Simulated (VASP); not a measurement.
# AlGaN2 (P-4m2) in VASP: a series of runs

AlGaN2 is run at these levels: r2SCAN; tasks: single point.

All numbers are computed with VASP 6.6.1; they aren't measurements. Logs are shortened: lines on timing, memory, paths and dates and some standing lists are left out, and cuts for length are marked.

## Step 1: The cell of the first run

The structure is tetragonal, space group P-4m2 (No. 115). The conventional cell has a = 3.188 Å, b = 3.188 Å, c = 4.291 Å, α = 90.00°, β = 90.00°, γ = 90.00°. Al (site symmetry -4m2) has 4 N at 1.89 Å within 2.5 Å. Ga (site symmetry -4m2) has 4 N at 1.95 Å within 2.6 Å. Within 2.5 Å of N (site symmetry 2mm) lie 2 Al at 1.89 Å and 2 Ga at 1.95 Å.

## Step 2: Single point, r2SCAN (strain +0.015 along x and y, -0.030 along z)

Contents of POSCAR:

```
AlGaN2
1.0
    3.1879902044      0.0000000000      0.0000000000
    0.0000000000      3.1879902044      0.0000000000
    0.0000000000      0.0000000000      4.2911228018
Al Ga N
1 1 2
Direct
    0.5000000000      0.5000000000      0.5000000000
    0.0000000000      0.0000000000      0.0000000000
    0.5000000000      0.0000000000      0.7382648100
    0.0000000000      0.5000000000      0.2617351900
```

Contents of INCAR.step1:

```
SYSTEM = AlGaN2
ALGO = Normal ; EDIFF = 1E-5
ENCUT = 1460 ; GGA = PE
GGA_COMPAT = .False. ; ISMEAR = 0
LASPH = .True. ; LCHARG = .False.
LREAL = .False. ; LWAVE = .True.
NBANDS = 21 ; NELM = 120
PREC = Accurate ; SIGMA = 0.05
```

Contents of INCAR.step2:

```
SYSTEM = AlGaN2
ALGO = Normal ; EDIFF = 1E-6
ENCUT = 1460 ; GGA_COMPAT = .False.
ISIF = 2 ; ISMEAR = 0
ISTART = 1 ; LASPH = .True.
LCHARG = .False. ; LMIXTAU = .True.
LREAL = .False. ; LWAVE = .False.
METAGGA = R2SCAN ; NBANDS = 21
NELM = 120 ; PREC = Accurate
SIGMA = 0.05
```

Contents of KPOINTS:

```
k-points
0
Gamma
  8 8 6
  0 0 0
```

Potentials or basis: VASP PAW PBE potentials, release 64 (Al, Ga_d, N_h).

Run with:

```console
> cat potpaw_PBE.64/Al/POTCAR potpaw_PBE.64/Ga_d/POTCAR potpaw_PBE.64/N_h/POTCAR > POTCAR
> cp INCAR.step1 INCAR
> mpirun -np 1 vasp_std > vasp.out
> cp INCAR.step2 INCAR
> mpirun -np 1 vasp_std > vasp.out
```

OUTCAR:

```text
SYSTEM = AlGaN2
   EDIFF = 1E-6
   ENCUT = 1460
   ISIF = 2
   ISMEAR = 0
   ISTART = 1
   LASPH = .True.
   LREAL = .False.
   METAGGA = R2SCAN
   NELM = 120
   PREC = Accurate

 ion  position               nearest neighbor table
   1  0.500  0.500  0.500-   3 1.89   4 1.89   3 1.89   4 1.89   2 3.11   2 3.11   2 3.11   2 3.11
                             2 3.11   2 3.11   2 3.11   2 3.11
   2  0.000  0.000  0.000-   3 1.95   4 1.95   4 1.95   3 1.95   1 3.11   1 3.11   1 3.11   1 3.11
                             1 3.11   1 3.11   1 3.11   1 3.11
   3  0.500  0.000  0.738-   1 1.89   1 1.89   2 1.95   2 1.95
   4  0.000  0.500  0.262-   1 1.89   1 1.89   2 1.95   2 1.95

  LATTYP: Found a simple tetragonal cell.
 ALAT       =     3.1879902044
 C/A-ratio  =     1.3460275994

  Lattice vectors:

 A1 = (   3.1879902044,   0.0000000000,   0.0000000000)
 A2 = (   0.0000000000,   3.1879902044,   0.0000000000)
 A3 = (   0.0000000000,   0.0000000000,   4.2911228018)

Analysis of symmetry for initial positions (statically):
=====================================================================
 Subroutine PRICEL returns:
 Original cell was already a primitive cell.

 Routine SETGRP: Setting up the symmetry group for a
 simple tetragonal supercell.

 Subroutine GETGRP returns: Found  8 space group operations
 (whereof  8 operations were pure point group operations)
 out of a pool of 16 trial point group operations.

The static configuration has the point symmetry D_2d.

Analysis of symmetry for dynamics (positions and initial velocities):
=====================================================================
 Subroutine PRICEL returns:
 Original cell was already a primitive cell.

 Routine SETGRP: Setting up the symmetry group for a
 simple tetragonal supercell.

 Subroutine GETGRP returns: Found  8 space group operations
 (whereof  8 operations were pure point group operations)
 out of a pool of 16 trial point group operations.

The dynamic configuration has the point symmetry D_2d.

 Subroutine INISYM returns: Found  8 space group operations
 (whereof  8 operations are pure point group operations),
 and found     1 'primitive' translations

----------------------------------------------------------------------------------------

                                     Primitive cell

  volume of cell :      43.6119

  direct lattice vectors                    reciprocal lattice vectors
     3.187990204  0.000000000  0.000000000     0.313677250  0.000000000  0.000000000
     0.000000000  3.187990204  0.000000000     0.000000000  0.313677250  0.000000000
     0.000000000  0.000000000  4.291122802     0.000000000  0.000000000  0.233039241

  length of vectors
     3.187990204  3.187990204  4.291122802     0.313677250  0.313677250  0.233039241

  position of ions in fractional coordinates (direct lattice)
     0.500000000  0.500000000  0.500000000
     0.000000000  0.000000000  0.000000000
     0.500000000  0.000000000  0.738264810
     0.000000000  0.500000000  0.261735190

  ion indices of the primitive-cell ions
   primitive index   ion index
                 1           1
                 2           2
                 3           3
                 4           4

----------------------------------------------------------------------------------------

 KPOINTS: k-points

Automatic generation of k-mesh.
 Grid dimensions read from file:
 generate k-points for:    8    8    6

 Generating k-lattice:

  Cartesian coordinates                     Fractional coordinates (reciprocal lattice)
     0.039209656  0.000000000  0.000000000     0.125000000  0.000000000  0.000000000
     0.000000000  0.039209656  0.000000000     0.000000000  0.125000000  0.000000000
     0.000000000  0.000000000  0.038839873     0.000000000  0.000000000  0.166666667

  Length of vectors
     0.039209656  0.039209656  0.038839873

  Shift w.r.t. Gamma in fractional coordinates (k-lattice)
     0.000000000  0.000000000  0.000000000

 Subroutine IBZKPT returns following result:
 ===========================================

 Found     60 irreducible k-points:

 Following reciprocal coordinates:
            Coordinates               Weight
  0.000000  0.000000  0.000000      1.000000
  0.125000  0.000000  0.000000      4.000000
  0.250000  0.000000  0.000000      4.000000
  0.375000  0.000000  0.000000      4.000000
  0.500000  0.000000  0.000000      2.000000
  0.125000  0.125000  0.000000      4.000000
[... 16 lines left out ...]
  0.375000  0.125000  0.166667     16.000000
  0.500000  0.125000  0.166667      8.000000
 [... further k-points ...]
   k-points           NKPTS =     60   k-points in BZ     NKDIM =     60   number of bands    NBANDS=     21
   number of dos      NEDOS =    301   number of ions     NIONS =      4
   total plane-waves  NPLWV =  86400
   dimension x,y,z NGX =    40 NGY =   40 NGZ =   54
   dimension x,y,z NGXF=    80 NGYF=   80 NGZF=  108
   ions per type =               1   1   2
   NGX,Y,Z   is equivalent  to a cutoff of  20.86, 20.86, 20.92 a.u.
   NGXF,Y,Z  is equivalent  to a cutoff of  41.72, 41.72, 41.84 a.u.
 SYSTEM =  AlGaN2
   PREC   = accura    normal or accurate (medium, high low for compatibility)
   ISTART =      1    job   : 0-new  1-cont  2-samecut
   ICHARG =      0    charge: 1-file 2-atom 10-const
   ISPIN  =      1    spin polarized calculation?
   LNONCOLLINEAR =      F non collinear calculations
   LSORBIT =      F    spin-orbit coupling
   LASPH  =      T    aspherical Exc in radial PAW
   ENCUT  = 1460.0 eV 107.31 Ry   10.36 a.u.   9.93  9.93 13.37*2*pi/ulx,y,z
   NELM   =    120;   NELMIN=  2; NELMDL=  0     # of ELM steps
   EDIFF  = 0.1E-05   stopping-criterion for ELM
   LREAL  =      F    real-space projection
[... 7 lines left out ...]
   TEBEG  =    0.0;   TEEND  =   0.0 temperature during run
   PSTRESS=    0.0 pullay stress
   NELECT =      26.0000    total number of electrons
   NUPDOWN=      -1.0000    fix difference up-down
   EMIN   =  10.00;   EMAX   =-10.00  energy-range for DOS
   EFERMI =   0.00;   METHOD = LEGACY
   ISMEAR =     0;   SIGMA  =   0.05  broadening in eV -4-tet -1-fermi 0-gaus
   EFERMI_NEDOS =   21; number of points for ismear=-14 and -15
   IALGO  =     38    algorithm
   IMIX   =      4    mixing-type and parameters
     AMIX     =   0.40;   BMIX     =  1.00
     AMIX_MAG =   1.60;   BMIX_MAG =  1.00
  volume/ion in A,a.u.               =      10.90        73.58
  Fermi-wavevector in a.u.,A,eV,Ry     =   1.377836  2.603733 25.829750  1.898433
  Thomas-Fermi vector in A             =   2.502953
   LORBIT       =      0    0 simple, 1 ext, 2 COOP (PROOUT), +10 PAW based schemes
   METAGGA = R2SCAN    functional components
   LHFCALC =     F    Hartree Fock is set to
   AEXX    =    0.0000 exact exchange contribution
   IVDW    =     0    specifies the selected vdW correction
   LEPSILON=     F    determine dielectric tensor
   LRPA    =     F    only Hartree local field effects (RPA)
 non-spin polarized calculation
 Gauss-broadening in eV      SIGMA  =   0.05
  energy-cutoff  :     1460.00
  volume of cell :       43.61
 maximum number of plane-waves:      5556
 NGX is ok and might be reduce to    40
   NGX = 19   NGY = 19   NGZ = 27

 number of electron      25.9999999 magnetization

 Free energy of the ion-electron system (eV)
  ---------------------------------------------------
  ext. energy  EPLUGINS =         0.00000000
  ---------------------------------------------------
  free energy    TOTEN  =       -41.05346087 eV

  energy without entropy =      -41.05346087  energy(sigma->0) =      -41.05346087

 E-fermi :   5.9447     XC(G=0): -12.0653

 val. band max:        5.6444913070   @ k =   0.0000   0.0000   0.0000
 cond. band min:       9.0550530457   @ k =   0.0000   0.0000   0.0000
 fundamental gap:      3.4105617387
 Fermi energy:         5.9446598745

 k-point     1 :       0.0000    0.0000    0.0000
  band No.  band energies     occupation
      1     -10.5888      2.00000
      2      -8.9693      2.00000
      3      -7.6398      2.00000
      4      -7.6398      2.00000
      5      -7.5676      2.00000
      6      -7.3993      2.00000
[... 13 lines left out ...]
     20      20.0113      0.00000
     21      21.5215      0.00000

 k-point     2 :       0.1250    0.0000    0.0000
  band No.  band energies     occupation
      1     -10.4591      2.00000
      2      -8.9736      2.00000
      3      -7.6395      2.00000
      4      -7.6373      2.00000
      5      -7.5492      2.00000
      6      -7.4101      2.00000
[... 13 lines left out ...]
     20      19.7946      0.00000
     21      20.9819      0.00000

 k-point     3 :       0.2500    0.0000    0.0000
  band No.  band energies     occupation
      1     -10.1083      2.00000
      2      -9.0008      2.00000
      3      -7.6312      2.00000
      4      -7.6120      2.00000
      5      -7.4848      2.00000
      6      -7.4359      2.00000
[... 13 lines left out ...]
     20      19.1822      0.00000
     21      19.8341      0.00000

 k-point     4 :       0.3750    0.0000    0.0000
  band No.  band energies     occupation
      1      -9.6621      2.00000
      2      -9.0854      2.00000
      3      -7.6249      2.00000
      4      -7.5628      2.00000
      5      -7.4616      2.00000
      6      -7.3075      2.00000
[... 13 lines left out ...]
     20      18.5092      0.00000
     21      18.8585      0.00000

 k-point     5 :       0.5000    0.0000    0.0000
  band No.  band energies     occupation
      1      -9.3415      2.00000
      2      -9.2419      2.00000
      3      -7.6222      2.00000
      4      -7.5429      2.00000
      5      -7.4722      2.00000
      6      -7.0374      2.00000
[... 13 lines left out ...]
     20      18.2590      0.00000
     21      18.2855      0.00000

 k-point     6 :       0.1250    0.1250    0.0000
  band No.  band energies     occupation
      1     -10.3336      2.00000
      2      -8.9744      2.00000
      3      -7.6494      2.00000
      4      -7.6182      2.00000
      5      -7.5327      2.00000
      6      -7.4208      2.00000
[... 13 lines left out ...]
     20      19.5571      0.00000
     21      19.7387      0.00000

 k-point     7 :       0.2500    0.1250    0.0000
  band No.  band energies     occupation
      1      -9.9976      2.00000
      2      -8.9919      2.00000
      3      -7.6410      2.00000
      4      -7.5816      2.00000
      5      -7.4781      2.00000
      6      -7.4360      2.00000
[... 13 lines left out ...]
     20      18.8914      0.00000
     21      19.0106      0.00000
[... 291 lines left out ...]
      1      -9.3485      2.00000
      2      -9.2170      2.00000
      3      -7.6241      2.00000
      4      -7.5285      2.00000
      5      -7.4719      2.00000
      6      -7.0310      2.00000
[... 13 lines left out ...]
     20      17.9487      0.00000
     21      18.3919      0.00000

 k-point    21 :       0.1250    0.1250    0.1667
  band No.  band energies     occupation
      1     -10.2233      2.00000
      2      -9.0153      2.00000
      3      -7.6543      2.00000
      4      -7.6077      2.00000
      5      -7.5312      2.00000
      6      -7.4206      2.00000
[... 13 lines left out ...]
     20      18.6423      0.00000
     21      20.2766      0.00000

 k-point    22 :       0.2500    0.1250    0.1667
  band No.  band energies     occupation
      1      -9.9125      2.00000
      2      -9.0212      2.00000
      3      -7.6442      2.00000
      4      -7.5603      2.00000
      5      -7.4759      2.00000
      6      -7.4336      2.00000
[... 13 lines left out ...]
     20      18.8690      0.00000
     21      19.5821      0.00000

 k-point    23 :       0.3750    0.1250    0.1667
  band No.  band energies     occupation
      1      -9.5369      2.00000
      2      -9.0738      2.00000
      3      -7.6286      2.00000
      4      -7.5214      2.00000
      5      -7.4816      2.00000
      6      -7.2370      2.00000
[... 13 lines left out ...]
     20      18.7817      0.00000
     21      18.9994      0.00000

 k-point    24 :       0.5000    0.1250    0.1667
  band No.  band energies     occupation
      1      -9.2983      2.00000
      2      -9.1733      2.00000
      3      -7.6228      2.00000
      4      -7.5074      2.00000
      5      -7.4928      2.00000
      6      -6.9658      2.00000
[... 13 lines left out ...]
     20      18.6280      0.00000
     21      18.7865      0.00000

 [... further k-points ...]
[... 5 lines left out ...]
  --------------------------------------------------------------------------------------
  -------------------------------------------------------------------------------------
  Total       -0.5672542     -0.5672542      0.9601825      0.0000000      0.0000000      0.0000000
  in kB      -20.8393139    -20.8393139     35.2743855      0.0000000      0.0000000      0.0000000
  external PRESSURE =      -2.1347474 kB  Pullay stress =       0.0000000 kB

 VOLUME and BASIS-vectors are now :
 -----------------------------------------------------------------------------
  energy-cutoff  :     1460.00
  volume of cell :       43.61
      direct lattice vectors                 reciprocal lattice vectors
     3.187990204  0.000000000  0.000000000     0.313677250  0.000000000  0.000000000
     0.000000000  3.187990204  0.000000000     0.000000000  0.313677250  0.000000000
     0.000000000  0.000000000  4.291122802     0.000000000  0.000000000  0.233039241

 POSITION                                       TOTAL-FORCE (eV/Angst)
 -----------------------------------------------------------------------------------
      1.59400      1.59400      2.14556         0.000000     -0.000000      0.000000
      0.00000      0.00000      0.00000        -0.000000      0.000000      0.000000
      1.59400      0.00000      3.16798        -0.000000     -0.000000     -0.076779
      0.00000      1.59400      1.12314         0.000000     -0.000000      0.076779
 -----------------------------------------------------------------------------------
    total drift:                                0.000000      0.000000     -0.000000

  FREE ENERGIE OF THE ION-ELECTRON SYSTEM (eV)
  ---------------------------------------------------
  free  energy   TOTEN  =       -41.0534608686 eV

  energy  without entropy=      -41.0534608686  energy(sigma->0) =      -41.05346087
```

It took 8.7 min on 1 thread of Intel Xeon Platinum 8259CL at 2.50GHz (Skylake/Cascade Lake), shared host; peak memory 0.5 GiB.

Results:

| Property | Result |
| --- | --- |
| Free energy | -41.0535 eV |
| Pressure | -0.2 GPa |
| Largest force | 0.077 eV/Å |
| Band gap on the k mesh | 3.41 eV |

Forces in eV/Å, atoms in the order of the input:
```
Al   0.000  0.000  0.000
Ga   0.000  0.000  0.000
N    0.000  0.000 -0.077
N    0.000  0.000  0.077
```

Caveat: the cell differs from its parent crystal (strain +0.015 along x and y, -0.030 along z); the stress differs along the axes, from -2 to 4 GPa; the PAW data sets were made with another functional, which shifts forces and pressure a little.

## Step 3: Single point, r2SCAN (strain +0.000 along x and y, -0.030 along z)

POSCAR: that of step 2 with these lines changed.

```diff
@@ -2,4 +2,4 @@
 1.0
-    3.1879902044      0.0000000000      0.0000000000
-    0.0000000000      3.1879902044      0.0000000000
+    3.1408770487      0.0000000000      0.0000000000
+    0.0000000000      3.1408770487      0.0000000000
     0.0000000000      0.0000000000      4.2911228018
```

Contents of INCAR.step1:

```
SYSTEM = AlGaN2
PREC = Accurate
ENCUT = 1460
ISMEAR = 0
SIGMA = 0.05
LREAL = .FALSE.
LASPH = .TRUE.
NELM = 120
NBANDS = 21
GGA = PE
ALGO = Normal
EDIFF = 1E-5
LWAVE = .TRUE.
LCHARG = .FALSE.
GGA_COMPAT = .FALSE.
```

Contents of INCAR.step2:

```
SYSTEM = AlGaN2
PREC = Accurate
ENCUT = 1460
EDIFF = 1E-6
ISMEAR = 0
SIGMA = 0.05
LREAL = .FALSE.
LASPH = .TRUE.
NELM = 120
ALGO = Normal
ISIF = 2
LWAVE = .FALSE.
LCHARG = .TRUE.
METAGGA = R2SCAN
LMIXTAU = .TRUE.
LELF = .TRUE.
LVHAR = .TRUE.
NBANDS = 21
ISTART = 1
GGA_COMPAT = .FALSE.
```

Contents of KPOINTS:

```
Automatic mesh
0
G
  8 8 6
  0 0 0
```

Potentials or basis: VASP PAW PBE potentials, release 64 (Al, Ga_d, N_h).

Run with:

```console
> cat potpaw_PBE.64/Al/POTCAR potpaw_PBE.64/Ga_d/POTCAR potpaw_PBE.64/N_h/POTCAR > POTCAR
> cp INCAR.step1 INCAR
> mpirun -np 1 vasp_std > vasp.out
> cp INCAR.step2 INCAR
> mpirun -np 1 vasp_std > vasp.out
```

Wall time 11 min (1 thread of Intel Xeon Platinum 8259CL at 2.50GHz (Skylake/Cascade Lake), shared host); peak memory 0.49 GiB.

The run converged. Its results:

```
Free energy            : -41.0408 eV
Pressure               : 6.4 GPa
Largest force          : 0.060 eV/Å
Band gap on the k mesh : 3.63 eV
```

Forces in eV/Å, atoms in the order of the input:
```
Al   0.000  0.000  0.000
Ga   0.000  0.000  0.000
N    0.000  0.000 -0.060
N    0.000  0.000  0.060
```

Stress tensor (GPa, compression positive):
```
5.15 0.00 0.00
0.00 5.15 0.00
0.00 0.00 8.90
```

Levels at points of the mesh, in eV from the valence-band top:
| k point | band 9 | band 10 | band 11 | band 12 | band 13 | band 14 | band 15 | band 16 | band 17 | band 18 |
| --- | --- | --- | --- | --- | --- | --- | --- | --- | --- | --- |
| (0.00, 0.00, 0.00) | -2.59 | -2.59 | -0.12 | 0.00 | 0.00 | 3.63 | 4.07 | 8.24 | 12.39 | 12.39 |
| (0.50, 0.00, 0.00) | -4.52 | -2.90 | -2.78 | -1.17 | -0.79 | 7.90 | 8.02 | 8.67 | 9.26 | 11.73 |
| (0.50, 0.50, 0.00) | -5.17 | -2.29 | -2.26 | -2.26 | -2.23 | 3.96 | 3.96 | 7.42 | 9.86 | 13.79 |
| (0.00, 0.00, 0.50) | -2.42 | -1.75 | -1.75 | -1.08 | -1.08 | 6.05 | 6.28 | 8.91 | 10.11 | 12.42 |
| (0.50, 0.00, 0.50) | -6.38 | -1.14 | -0.81 | -0.64 | -0.43 | 6.08 | 7.53 | 10.22 | 10.51 | 10.86 |
| (0.50, 0.50, 0.50) | -4.49 | -4.14 | -3.40 | -3.32 | -3.32 | 7.10 | 7.10 | 10.02 | 11.78 | 12.68 |

Caveat: the cell differs from its parent crystal (strain +0.000 along x and y, -0.030 along z); the cell stands under pressure; the PAW data sets were made with another functional, which shifts forces and pressure a little. A k mesh can miss the band edges.
